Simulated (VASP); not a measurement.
# Mg2Cd3Se5 (I4/mmm) in VASP: notebook

Mg2Cd3Se5 is run at these levels: PBE; tasks: single point.

Everything below comes from runs of VASP 6.6.1. Logs are shortened: lines on timing, memory, paths and dates and some standing lists are left out, and cuts for length are marked.

**1. The cell of the first run**

The structure is tetragonal, space group I4/mmm (No. 139). The conventional cell has a = 3.998 Å, b = 3.998 Å, c = 28.315 Å, α = 90.00°, β = 90.00°, γ = 90.00°. Mg (site symmetry 4mm) has 6 Se at 2.73 to 2.83 Å within 3.6 Å. Cd (site symmetry 4mm) has 6 Se at 2.83 to 2.88 Å within 3.7 Å. Within 3.7 Å of Cd (site symmetry 4/mmm) lie 6 Se at 2.83 to 2.91 Å. Se (site symmetry 4/mmm) has 6 Cd at 2.83 to 2.88 Å within 3.7 Å. Within 3.7 Å of Se (site symmetry 4mm) lie 1 Mg at 2.78 Å and 5 Cd at 2.83 to 2.91 Å. Se (site symmetry 4mm) has 5 Mg at 2.73 to 2.83 Å and 1 Cd at 2.85 Å within 3.6 Å.

**2. Single point, PBE**

Input file INCAR:

```
SYSTEM = Mg2Cd3Se5
ALGO = Normal ; EDIFF = 1E-6
ENCUT = 520 ; GGA = PE
ISIF = 2 ; ISMEAR = 0
LASPH = .True. ; LCHARG = .True.
LELF = .True. ; LREAL = .False.
LVHAR = .True. ; LWAVE = .False.
NBANDS = 46 ; NELM = 100
PREC = Accurate ; SIGMA = 0.1
```

Input file KPOINTS:

```
k-points
0
Gamma
  6 6 6
  0 0 0
```

Input file POSCAR:

```
Mg2Cd3Se5
1.0
   -1.9991626110      1.9991626110     14.1576521997
    1.9991626110     -1.9991626110     14.1576521997
    1.9991626110      1.9991626110    -14.1576521997
Mg Cd Se
2 3 5
Direct
    0.7011309558      0.7011309558      0.0000000000
    0.2988690442      0.2988690442      0.0000000000
    0.8981462304      0.8981462304      0.0000000000
    0.5000000000      0.5000000000      0.0000000000
    0.1018537696      0.1018537696      0.0000000000
    0.0000000000      0.0000000000      0.0000000000
    0.6029217534      0.6029217534      0.0000000000
    0.2023906743      0.2023906743      0.0000000000
    0.7976093257      0.7976093257      0.0000000000
    0.3970782466      0.3970782466      0.0000000000
```

Potentials or basis: VASP PAW PBE potentials, release 64 (Mg, Cd, Se).

Started as:

```sh
> cat potpaw_PBE.64/Mg/POTCAR potpaw_PBE.64/Cd/POTCAR potpaw_PBE.64/Se/POTCAR > POTCAR
> mpirun -np 1 vasp_std > vasp.out
```

OUTCAR:

```text
SYSTEM = Mg2Cd3Se5
   EDIFF = 1E-6
   ENCUT = 520
   GGA = PE
   ISIF = 2
   ISMEAR = 0
   LASPH = .True.
   LREAL = .False.
   NELM = 100
   PREC = Accurate

 ion  position               nearest neighbor table
   1  0.701  0.701  0.000-   9 2.73   7 2.78   8 2.83   8 2.83   8 2.83   8 2.83
   2  0.299  0.299  0.000-   8 2.73  10 2.78   9 2.83   9 2.83   9 2.83   9 2.83
   3  0.898  0.898  0.000-  10 2.83  10 2.83  10 2.83  10 2.83   9 2.85   6 2.88
   4  0.500  0.500  0.000-   6 2.83   6 2.83   6 2.83   6 2.83  10 2.91   7 2.91
   5  0.102  0.102  0.000-   7 2.83   7 2.83   7 2.83   7 2.83   8 2.85   6 2.88
   6  0.000  0.000  0.000-   4 2.83   4 2.83   4 2.83   4 2.83   5 2.88   3 2.88
   7  0.603  0.603  0.000-   1 2.78   5 2.83   5 2.83   5 2.83   5 2.83   4 2.91
   8  0.202  0.202  0.000-   2 2.73   1 2.83   1 2.83   1 2.83   1 2.83   5 2.85
   9  0.798  0.798  0.000-   1 2.73   2 2.83   2 2.83   2 2.83   2 2.83   3 2.85
  10  0.397  0.397  0.000-   2 2.78   3 2.83   3 2.83   3 2.83   3 2.83   4 2.91

  LATTYP: Found a body centered tetragonal cell.
 ALAT       =     3.9983252220
 C/A-ratio  =     7.0817912069

  Lattice vectors:

 A1 = (  -1.9991626110,   1.9991626110,  14.1576521997)
 A2 = (   1.9991626110,  -1.9991626110,  14.1576521997)
 A3 = (   1.9991626110,   1.9991626110, -14.1576521997)

Analysis of symmetry for initial positions (statically):
=====================================================================
 Subroutine PRICEL returns:
 Original cell was already a primitive cell.

 Routine SETGRP: Setting up the symmetry group for a
 body centered tetragonal supercell.

 Subroutine GETGRP returns: Found 16 space group operations
 (whereof 16 operations were pure point group operations)
 out of a pool of 16 trial point group operations.

The static configuration has the point symmetry D_4h.

Analysis of symmetry for dynamics (positions and initial velocities):
=====================================================================
 Subroutine PRICEL returns:
 Original cell was already a primitive cell.

 Routine SETGRP: Setting up the symmetry group for a
 body centered tetragonal supercell.

 Subroutine GETGRP returns: Found 16 space group operations
 (whereof 16 operations were pure point group operations)
 out of a pool of 16 trial point group operations.

The dynamic configuration has the point symmetry D_4h.

 Subroutine INISYM returns: Found 16 space group operations
[... 120 lines left out ...]
   ISYM   =      2    0-nonsym 1-usesym 2-fastsym
   POTIM  = 0.5000    time-step for ionic-motion
   TEBEG  =    0.0;   TEEND  =   0.0 temperature during run
   PSTRESS=    0.0 pullay stress
   NELECT =      70.0000    total number of electrons
   NUPDOWN=      -1.0000    fix difference up-down
   EMIN   =  10.00;   EMAX   =-10.00  energy-range for DOS
   EFERMI =   0.00;   METHOD = LEGACY
   ISMEAR =     0;   SIGMA  =   0.10  broadening in eV -4-tet -1-fermi 0-gaus
   EFERMI_NEDOS =   21; number of points for ismear=-14 and -15
   IALGO  =     38    algorithm
   IMIX   =      4    mixing-type and parameters
     AMIX     =   0.40;   BMIX     =  1.00
     AMIX_MAG =   1.60;   BMIX_MAG =  1.00
  volume/ion in A,a.u.               =      22.63       152.74
  Fermi-wavevector in a.u.,A,eV,Ry     =   1.107112  2.092139 16.676630  1.225698
  Thomas-Fermi vector in A             =   2.243622
   LORBIT       =      0    0 simple, 1 ext, 2 COOP (PROOUT), +10 PAW based schemes
   GGA     = PE    functional components
   LHFCALC =     F    Hartree Fock is set to
   AEXX    =    0.0000 exact exchange contribution
   IVDW    =     0    specifies the selected vdW correction
   LEPSILON=     F    determine dielectric tensor
   LRPA    =     F    only Hartree local field effects (RPA)
 non-spin polarized calculation
 Gauss-broadening in eV      SIGMA  =   0.10
  energy-cutoff  :      520.00
  volume of cell :      226.33
 maximum number of plane-waves:      6164
   NGX = 53   NGY = 53   NGZ = 53

 number of electron      70.0000011 magnetization

 Free energy of the ion-electron system (eV)
  ---------------------------------------------------
  ext. energy  EPLUGINS =         0.00000000
  ---------------------------------------------------
  free energy    TOTEN  =       -30.43657823 eV

  energy without entropy =      -30.43163206  energy(sigma->0) =      -30.43410514

 E-fermi :   2.6824     XC(G=0):  -9.7567

 val. band max:        2.6590745096   @ k =   0.5000   0.5000   0.5000
 cond. band min:       2.6887010450   @ k =  -0.3333  -0.3333   0.3333
 fundamental gap:      0.0296265353
 Fermi energy:         2.6824456202

 k-point     1 :       0.0000    0.0000    0.0000
  band No.  band energies     occupation
      1     -10.3518      2.00000
      2     -10.0226      2.00000
      3      -9.9299      2.00000
      4      -9.6035      2.00000
      5      -9.1429      2.00000
      6      -5.4798      2.00000
[... 1165 lines left out ...]
     45       9.2058      0.00000
     46       9.5405      0.00000

 [... further k-points ...]

------------------------ aborting loop because EDIFF is reached ----------------------------------------

  FORCE on cell =-STRESS in cart. coord.  units (eV):
  Direction    XX          YY          ZZ          XY          YZ          ZX
  --------------------------------------------------------------------------------------
  -------------------------------------------------------------------------------------
  Total        0.2492840      0.2492840      0.1928404      0.0000000      0.0000000      0.0000000
  in kB        1.7646459      1.7646459      1.3650892      0.0000000      0.0000000      0.0000000
  external PRESSURE =       1.6314603 kB  Pullay stress =       0.0000000 kB

 VOLUME and BASIS-vectors are now :
 -----------------------------------------------------------------------------
  energy-cutoff  :      520.00
  volume of cell :      226.33
      direct lattice vectors                 reciprocal lattice vectors
    -1.999162611  1.999162611 14.157652200     0.000000000  0.250104717  0.035316590
     1.999162611 -1.999162611 14.157652200     0.250104717  0.000000000  0.035316590
     1.999162611  1.999162611-14.157652200     0.250104717  0.250104717  0.000000000

 POSITION                                       TOTAL-FORCE (eV/Angst)
 -----------------------------------------------------------------------------------
      0.00000      0.00000     19.85274        -0.000000     -0.000000      0.018758
      0.00000      0.00000      8.46257         0.000000      0.000000     -0.018758
      0.00000      0.00000     25.43128         0.000000      0.000000     -0.009698
      0.00000      0.00000     14.15765         0.000000      0.000000      0.000000
      0.00000      0.00000      2.88402         0.000000      0.000000      0.009698
      0.00000      0.00000      0.00000         0.000000      0.000000      0.000000
      0.00000      0.00000     17.07191         0.000000      0.000000      0.019646
      0.00000      0.00000      5.73075        -0.000000     -0.000000      0.013257
      0.00000      0.00000     22.58455         0.000000      0.000000     -0.013257
      0.00000      0.00000     11.24339        -0.000000     -0.000000     -0.019646
 -----------------------------------------------------------------------------------
    total drift:                                0.000000      0.000000     -0.000000

  FREE ENERGIE OF THE ION-ELECTRON SYSTEM (eV)
  ---------------------------------------------------
  free  energy   TOTEN  =       -30.4365782285 eV

  energy  without entropy=      -30.4316320582  energy(sigma->0) =      -30.43410514
```

stdout:

```text
POSCAR found type information on POSCAR MgCdSe
 POSCAR found :  3 types and      10 ions
 scaLAPACK will be used
 LDA part: xc-table for (Slater+PW92), standard interpolation
 POSCAR, INCAR and KPOINTS ok, starting setup
 FFT: planning ... GRIDC
 FFT: planning ... GRID_SOFT
 FFT: planning ... GRID
 WAVECAR not read
 entering main loop
```

Wall time 42 min (1 thread of Intel Xeon 6975P-C (Granite Rapids), shared host); peak memory 2.1 GiB.

Results:

```
Free energy   : -30.4366 eV
Pressure      : 0.2 GPa
Largest force : 0.020 eV/Å
```

Forces on the atoms (eV/Å):
```
Mg   0.000  0.000  0.019
Mg   0.000  0.000 -0.019
Cd   0.000  0.000 -0.010
Cd   0.000  0.000  0.000
Cd   0.000  0.000  0.010
Se   0.000  0.000  0.000
Se   0.000  0.000  0.020
Se   0.000  0.000  0.013
Se   0.000  0.000 -0.013
Se   0.000  0.000 -0.020
```

Levels at points of the mesh, in eV from the Fermi level:
```csv
k point,band 31,band 32,band 33,band 34,band 35,band 36,band 37,band 38,band 39,band 40
"(0.00, 0.00, 0.00)",-1.15,-1.15,-0.53,-0.45,-0.45,0.09,0.71,1.05,3.39,3.44
"(0.50, 0.00, 0.00)",-0.82,-0.36,-0.14,-0.13,-0.08,3.12,3.55,3.78,3.96,4.04
"(0.50, 0.50, 0.00)",-2.54,-2.41,-2.12,-2.06,-2.01,0.05,0.67,1.40,3.03,3.19
"(0.50, 0.50, 0.50)",-1.41,-0.89,-0.89,-0.49,-0.49,-0.02,1.54,1.55,2.58,2.70
```

**3. Single point, PBE**

This run uses another cell than the first one, of 24.73 Å³/atom.

Input file INCAR:

```
SYSTEM = Mg2Cd3Se5
PREC = Accurate
ENCUT = 520
EDIFF = 1E-7
ISMEAR = 0
SIGMA = 0.1
LREAL = .FALSE.
LASPH = .TRUE.
NELM = 100
ALGO = Normal
ISIF = 2
LWAVE = .FALSE.
LCHARG = .FALSE.
GGA = PE
NBANDS = 46
```

Input file KPOINTS:

```
Automatic mesh
0
G
  6 6 6
  0 0 0
```

Input file POSCAR:

```
Mg2Cd3Se5
1.0
   -2.0600505600      2.0600505600     14.5667571900
    2.0600505600     -2.0600505600     14.5667571900
    2.0600505600      2.0600505600    -14.5667571900
Mg Cd Se
2 3 5
Direct
    0.7000000000      0.7000000000      0.0000000000
    0.3000000000      0.3000000000      0.0000000000
    0.9000000000      0.9000000000      0.0000000000
    0.5000000000      0.5000000000      0.0000000000
    0.1000000000      0.1000000000      0.0000000000
    0.0000000000      0.0000000000      0.0000000000
    0.6000000000      0.6000000000      0.0000000000
    0.2000000000      0.2000000000      0.0000000000
    0.8000000000      0.8000000000      0.0000000000
    0.4000000000      0.4000000000      0.0000000000
```

Potentials or basis: VASP PAW PBE potentials, release 64 (Mg, Cd, Se).

Started as:

```sh
> cat potpaw_PBE.64/Mg/POTCAR potpaw_PBE.64/Cd/POTCAR potpaw_PBE.64/Se/POTCAR > POTCAR
> mpirun -np 1 vasp_std > vasp.out
```

OUTCAR:

```text
SYSTEM = Mg2Cd3Se5
   PREC = Accurate
   ENCUT = 520
   EDIFF = 1E-7
   ISMEAR = 0
   LREAL = .FALSE.
   LASPH = .TRUE.
   NELM = 100
   ISIF = 2
   GGA = PE

 ion  position               nearest neighbor table
   1  0.700  0.700  0.000-   9 2.91   7 2.91   8 2.91   8 2.91   8 2.91   8 2.91
   2  0.300  0.300  0.000-   8 2.91  10 2.91   9 2.91   9 2.91   9 2.91   9 2.91
   3  0.900  0.900  0.000-   6 2.91   9 2.91  10 2.91  10 2.91  10 2.91  10 2.91
   4  0.500  0.500  0.000-   7 2.91  10 2.91   6 2.91   6 2.91   6 2.91   6 2.91
   5  0.100  0.100  0.000-   6 2.91   8 2.91   7 2.91   7 2.91   7 2.91   7 2.91
   6  0.000  0.000  0.000-   3 2.91   5 2.91   4 2.91   4 2.91   4 2.91   4 2.91
   7  0.600  0.600  0.000-   1 2.91   4 2.91   5 2.91   5 2.91   5 2.91   5 2.91
[... 1399 lines left out ...]

 VOLUME and BASIS-vectors are now :
 -----------------------------------------------------------------------------
  energy-cutoff  :      520.00
  volume of cell :      247.27
      direct lattice vectors                 reciprocal lattice vectors
    -2.060050560  2.060050560 14.566757190     0.000000000  0.242712490  0.034324729
     2.060050560 -2.060050560 14.566757190     0.242712490  0.000000000  0.034324729
     2.060050560  2.060050560-14.566757190     0.242712490  0.242712490  0.000000000

 POSITION                                       TOTAL-FORCE (eV/Angst)
 -----------------------------------------------------------------------------------
      0.00000      0.00000     20.39346         0.000000      0.000000      0.023136
      0.00000      0.00000      8.74005         0.000000      0.000000     -0.023136
      0.00000      0.00000     26.22016         0.000000      0.000000     -0.013453
      0.00000      0.00000     14.56676         0.000000      0.000000      0.000000
      0.00000      0.00000      2.91335         0.000000      0.000000      0.013453
      0.00000      0.00000      0.00000         0.000000      0.000000      0.000000
      0.00000      0.00000     17.48011         0.000000      0.000000      0.219196
      0.00000      0.00000      5.82670        -0.000000     -0.000000      0.237977
      0.00000      0.00000     23.30681        -0.000000     -0.000000     -0.237977
      0.00000      0.00000     11.65341         0.000000      0.000000     -0.219196
 -----------------------------------------------------------------------------------
    total drift:                               -0.000000     -0.000000      0.000000

  FREE ENERGIE OF THE ION-ELECTRON SYSTEM (eV)
  ---------------------------------------------------
  free  energy   TOTEN  =       -30.0999893097 eV

  energy  without entropy=      -30.0946644176  energy(sigma->0) =      -30.09732686
```

Run time: 43 min. Hardware: 1 thread of Intel Xeon 6975P-C (Granite Rapids), shared host; peak memory 2.2 GiB.

Results:

- Free energy: -30.1000 eV
- Pressure: -4.2 GPa
- Largest force: 0.238 eV/Å

Forces in eV/Å, atoms in the order of the input:
```
Mg   0.000  0.000  0.023
Mg   0.000  0.000 -0.023
Cd   0.000  0.000 -0.013
Cd   0.000  0.000  0.000
Cd   0.000  0.000  0.013
Se   0.000  0.000  0.000
Se   0.000  0.000  0.219
Se   0.000  0.000  0.238
Se   0.000  0.000 -0.238
Se   0.000  0.000 -0.219
```

Levels at points of the mesh, in eV from the Fermi level:
```csv
k point,band 33,band 34,band 35,band 36,band 37,band 38
"(0.00, 0.00, 0.00)",-0.49,-0.48,-0.48,0.04,0.45,0.97
"(0.50, 0.00, 0.00)",-0.16,-0.13,-0.10,3.08,3.54,3.65
"(0.50, 0.50, 0.00)",-2.02,-1.84,-1.84,0.05,0.74,1.27
"(0.50, 0.50, 0.50)",-0.69,-0.57,-0.57,-0.01,1.41,1.45
```

Caveat: the cell stands under tension.
